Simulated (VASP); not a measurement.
# AlAs4 (P-42_1c) in VASP: relaxation of cell and atoms with PBE

Aim: the relaxation of cell and atoms of AlAs4 with PBE.

Everything below comes from runs of VASP 6.6.1. Logs are shortened: lines on timing, memory, paths and dates and some standing lists are left out, and cuts for length are marked.

### 1 The cell of the first run

Symmetry: P-42_1c, No. 114, tetragonal system. The conventional cell has a = 6.076 Å, b = 6.076 Å, c = 6.714 Å, α = 90.00°, β = 90.00°, γ = 90.00°. Al (site symmetry -4) has 8 As at 2.75 to 3.07 Å within 3.6 Å. Within 3.1 Å of As (site symmetry 1) lie 1 As at 2.32 Å and 2 Al at 2.75 to 3.07 Å.

The cell was built from a structure type or drawn by symmetry, and may not be a known phase.

### 2 Relaxation of cell and atoms, PBE

INCAR

```
SYSTEM = AlAs4
PREC     = Accurate       ! precision mode
ENCUT    = 600            ! plane-wave cutoff, eV
EDIFF    = 1E-6           ! SCF threshold, eV
ISMEAR   = 0              ! smearing method
SIGMA    = 0.2            ! smearing width, eV
LREAL    = .FALSE.        ! projectors in reciprocal space
LASPH    = .TRUE.         ! aspherical terms in the spheres
NELM     = 60             ! most SCF steps
ALGO     = Normal         ! electronic algorithm
ISIF     = 3              ! what is computed and relaxed
LWAVE    = .FALSE.        ! write WAVECAR
LCHARG   = .FALSE.        ! write CHGCAR
GGA      = PE             ! functional
IBRION   = 2              ! ionic algorithm
NSW      = 36             ! ionic steps
EDIFFG   = -0.08          ! ionic threshold
```

KPOINTS

```
regular mesh
0
G
  3 3 3
  0 0 0
```

POSCAR

```
AlAs4
1.0
    6.0762218700      0.0000000000      0.0000000000
    0.0000000000      6.0762218700      0.0000000000
    0.0000000000      0.0000000000      6.7137153900
Al As
2 8
Direct
    0.0000000000      0.0000000000      0.0000000000
    0.5000000000      0.5000000000      0.5000000000
    0.6075388100      0.8421386100      0.2504667900
    0.3924611900      0.1578613900      0.2504667900
    0.8421386100      0.3924611900      0.7495332100
    0.1578613900      0.6075388100      0.7495332100
    0.8924611900      0.3421386100      0.2495332100
    0.1075388100      0.6578613900      0.2495332100
    0.6578613900      0.8924611900      0.7504667900
    0.3421386100      0.1075388100      0.7504667900
```

Potentials or basis: VASP PAW PBE potentials, release 64 (Al, As).

Run with:

```
> cat potpaw_PBE.64/Al/POTCAR potpaw_PBE.64/As/POTCAR > POTCAR
> mpirun -np 1 vasp_std > vasp.out
```

OUTCAR:

```text
SYSTEM = AlAs4
   PREC = Accurate
   ENCUT = 600
   EDIFF = 1E-6
   ISMEAR = 0
   LREAL = .FALSE.
   LASPH = .TRUE.
   NELM = 60
   ISIF = 3
   GGA = PE
   IBRION = 2
   NSW = 36
   EDIFFG = -0.08

 ion  position               nearest neighbor table
   1  0.000  0.000  0.000-   7 2.75   8 2.75   9 2.75  10 2.75   3 3.07   4 3.07   5 3.07   6 3.07

   2  0.500  0.500  0.500-   3 2.75   4 2.75   5 2.75   6 2.75   7 3.07   8 3.07   9 3.07  10 3.07

   3  0.608  0.842  0.250-   4 2.32   2 2.75   1 3.07
   4  0.392  0.158  0.250-   3 2.32   2 2.75   1 3.07
   5  0.842  0.392  0.750-   6 2.32   2 2.75   1 3.07
   6  0.158  0.608  0.750-   5 2.32   2 2.75   1 3.07
   7  0.892  0.342  0.250-   8 2.32   1 2.75   2 3.07
   8  0.108  0.658  0.250-   7 2.32   1 2.75   2 3.07
   9  0.658  0.892  0.750-  10 2.32   1 2.75   2 3.07
  10  0.342  0.108  0.750-   9 2.32   1 2.75   2 3.07

  LATTYP: Found a simple tetragonal cell.
 ALAT       =     6.0762218700
 C/A-ratio  =     1.1049161031

  Lattice vectors:

 A1 = (   6.0762218700,   0.0000000000,   0.0000000000)
 A2 = (   0.0000000000,   6.0762218700,   0.0000000000)
 A3 = (   0.0000000000,   0.0000000000,   6.7137153900)

Analysis of symmetry for initial positions (statically):
=====================================================================
 Subroutine PRICEL returns:
 Original cell was already a primitive cell.

 Routine SETGRP: Setting up the symmetry group for a
 simple tetragonal supercell.

 Subroutine GETGRP returns: Found  8 space group operations
 (whereof  4 operations were pure point group operations)
 out of a pool of 16 trial point group operations.

The static configuration has the point symmetry S_4 .
 The point group associated with its full space group is D_2d.

Analysis of symmetry for dynamics (positions and initial velocities):
=====================================================================
 Subroutine PRICEL returns:
 Original cell was already a primitive cell.

 Routine SETGRP: Setting up the symmetry group for a
 simple tetragonal supercell.

 Subroutine GETGRP returns: Found  8 space group operations
 (whereof  4 operations were pure point group operations)
 out of a pool of 16 trial point group operations.

The dynamic configuration has the point symmetry S_4 .
 The point group associated with its full space group is D_2d.

 Subroutine INISYM returns: Found  8 space group operations
[... 85 lines left out ...]
   PREC   = accura    normal or accurate (medium, high low for compatibility)
   ISTART =      0    job   : 0-new  1-cont  2-samecut
   ICHARG =      2    charge: 1-file 2-atom 10-const
   ISPIN  =      1    spin polarized calculation?
   LNONCOLLINEAR =      F non collinear calculations
   LSORBIT =      F    spin-orbit coupling
   LASPH  =      T    aspherical Exc in radial PAW
   ENCUT  =  600.0 eV  44.10 Ry    6.64 a.u.  12.14 12.14 13.41*2*pi/ulx,y,z
   NELM   =     60;   NELMIN=  2; NELMDL= -5     # of ELM steps
   EDIFF  = 0.1E-05   stopping-criterion for ELM
   LREAL  =      F    real-space projection
   EDIFFG = -.8E-01   stopping-criterion for IOM
   NSW    =     36    number of steps for IOM
   IBRION =      2    ionic relax: 0-MD 1-quasi-New 2-CG
   NFREE  =      1    steps in history (QN), initial steepest desc. (CG)
   ISIF   =      3    stress and relaxation
   ISYM   =      2    0-nonsym 1-usesym 2-fastsym
   POTIM  = 0.5000    time-step for ionic-motion
   TEBEG  =    0.0;   TEEND  =   0.0 temperature during run
   PSTRESS=    0.0 pullay stress
   NELECT =      46.0000    total number of electrons
   NUPDOWN=      -1.0000    fix difference up-down
   EMIN   =  10.00;   EMAX   =-10.00  energy-range for DOS
   EFERMI =   0.00;   METHOD = LEGACY
   ISMEAR =     0;   SIGMA  =   0.20  broadening in eV -4-tet -1-fermi 0-gaus
   EFERMI_NEDOS =   21; number of points for ismear=-14 and -15
   IALGO  =     38    algorithm
   IMIX   =      4    mixing-type and parameters
     AMIX     =   0.40;   BMIX     =  1.00
     AMIX_MAG =   1.60;   BMIX_MAG =  1.00
  volume/ion in A,a.u.               =      24.79       167.27
  Fermi-wavevector in a.u.,A,eV,Ry     =   0.933793  1.764613 11.863869  0.871970
  Thomas-Fermi vector in A             =   2.060531
   LORBIT       =      0    0 simple, 1 ext, 2 COOP (PROOUT), +10 PAW based schemes
   GGA     = PE    functional components
   LHFCALC =     F    Hartree Fock is set to
   AEXX    =    0.0000 exact exchange contribution
   IVDW    =     0    specifies the selected vdW correction
   LEPSILON=     F    determine dielectric tensor
   LRPA    =     F    only Hartree local field effects (RPA)
 conjugate gradient relaxation of ions
 non-spin polarized calculation
 Gauss-broadening in eV      SIGMA  =   0.20
  energy-cutoff  :      600.00
  volume of cell :      247.87
 maximum number of plane-waves:      8295
 NGX is ok and might be reduce to    50
   NGX = 25   NGY = 25   NGZ = 27

--------------------------------------- Ionic step        1  -------------------------------------------

 number of electron      45.9999997 magnetization

 Free energy of the ion-electron system (eV)
  ---------------------------------------------------
  ext. energy  EPLUGINS =         0.00000000
  ---------------------------------------------------
  free energy    TOTEN  =       -41.23651276 eV

  energy without entropy =      -41.13069071  energy(sigma->0) =      -41.18360173

------------------------ aborting loop because EDIFF is reached ----------------------------------------

  FORCE on cell =-STRESS in cart. coord.  units (eV):
  Direction    XX          YY          ZZ          XY          YZ          ZX
  --------------------------------------------------------------------------------------
  -------------------------------------------------------------------------------------
  Total       -1.3848385     -1.3848385    -12.7380152      0.0000000      0.0000000      0.0000000
  in kB       -8.9511646     -8.9511646    -82.3345608      0.0000000      0.0000000      0.0000000
  external PRESSURE =     -33.4122967 kB  Pullay stress =       0.0000000 kB
[... 514 lines left out ...]
     28       7.4656      0.00000
     29       7.8483      0.00000

[... ionic steps 4 to 10 ...]

--------------------------------------- Ionic step       11  -------------------------------------------

 number of electron      45.9999999 magnetization

------------------------ aborting loop because EDIFF is reached ----------------------------------------
[... 83 lines left out ...]
--------------------------------------- Ionic step       13  -------------------------------------------

 number of electron      45.9999999 magnetization

 Free energy of the ion-electron system (eV)
  ---------------------------------------------------
  ext. energy  EPLUGINS =         0.00000000
  ---------------------------------------------------
  free energy    TOTEN  =       -44.16351339 eV

  energy without entropy =      -44.10943342  energy(sigma->0) =      -44.13647340

 E-fermi :   5.3968     XC(G=0):  -9.8754

 val. band max:        5.3791474949   @ k =   0.3333   0.3333   0.0000
 cond. band min:       5.4220556190   @ k =   0.0000   0.0000   0.0000
 fundamental gap:      0.0429081241
 Fermi energy:         5.3968434481
[... 227 lines left out ...]
  FREE ENERGIE OF THE ION-ELECTRON SYSTEM (eV)
  ---------------------------------------------------
  free  energy   TOTEN  =       -44.1635133890 eV

  energy  without entropy=      -44.1094334178  energy(sigma->0) =      -44.13647340

 reached required accuracy - stopping structural energy minimisation
```

Wall time 9.6 min (1 thread of AMD EPYC 7R43 (Zen 3), shared host); peak memory 0.36 GiB.

Results:

```
Free energy                           : -44.1635 eV
Relaxed volume                        : 21.15 Å³/atom
Relaxed cell                          : a = 6.261 Å, b = 6.261 Å, c = 5.394 Å, α = 90.00°, β = 90.00°, γ = 90.00°
Space group after relaxing (to 0.1 Å) : P4/mnc (No. 128)
Energy gained by relaxing             : 292.7 meV/atom
Ionic steps                           : 13
Pressure after relaxing               : -0.5 GPa
Largest force after relaxing          : 0.078 eV/Å
Band gap on the k mesh                : zero (bands 23 and 24 overlap by 1.06 eV)
```

Forces in eV/Å, atoms in the order of the input:
```
Al   0.000  0.000  0.000
Al   0.000  0.000  0.000
As   0.074 -0.025  0.009
As  -0.074  0.025  0.009
As  -0.025 -0.074 -0.009
As   0.025  0.074 -0.009
As  -0.074 -0.025 -0.009
As   0.074  0.025 -0.009
As   0.025 -0.074  0.009
As  -0.025  0.074  0.009
```

Step by step:
| step | energy change (eV) | largest force (eV/Å) | pressure (GPa) | volume (Å³) |
| --- | --- | --- | --- | --- |
| 1 | 0.0000 | 1.1443 | -3.34 | 247.87 |
| 2 | -1.0895 | 0.5707 | -2.72 | 229.54 |
| 3 | -1.7901 | 0.6847 | 1.15 | 208.42 |
| 4 | -1.8265 | 0.8714 | 3.44 | 201.51 |
| 5 | -2.3156 | 0.8308 | 2.71 | 202.97 |
| 6 | -2.3444 | 0.8403 | 2.55 | 202.85 |
| 7 | -2.6256 | 0.5221 | -1.96 | 214.74 |
| 8 | -2.6286 | 0.4960 | -2.36 | 216.05 |
| 9 | -2.8471 | 0.2227 | -0.53 | 211.16 |
| 10 | -2.8767 | 0.2067 | 0.62 | 208.70 |
| 11 | -2.9032 | 0.1525 | -0.19 | 210.80 |
| 12 | -2.9108 | 0.1043 | -0.93 | 212.84 |
| 13 | -2.9270 | 0.0782 | -0.54 | 211.46 |

Final structure:
```
Al As
1.0
     6.26148    0.00000    0.00000
     0.00000    6.26148    0.00000
     0.00000    0.00000    5.39361
Al As
2 8
Cartesian
  6.2615 0.0000 5.3936
  3.1307 3.1307 2.6968
  4.0294 5.3284 1.3403
  2.2321 0.9331 1.3403
  5.3284 2.2321 4.0533
  0.9331 4.0294 4.0533
  5.3628 2.1976 1.3565
  0.8986 4.0639 1.3565
  4.0639 5.3628 4.0371
  2.1976 0.8986 4.0371
```

Caveat: a cell axis changed by over 15 % at a fixed basis, so the end point is rough; the relaxation stopped at a loose force limit of 0.08 eV/Å, so its end isn't a converged minimum.
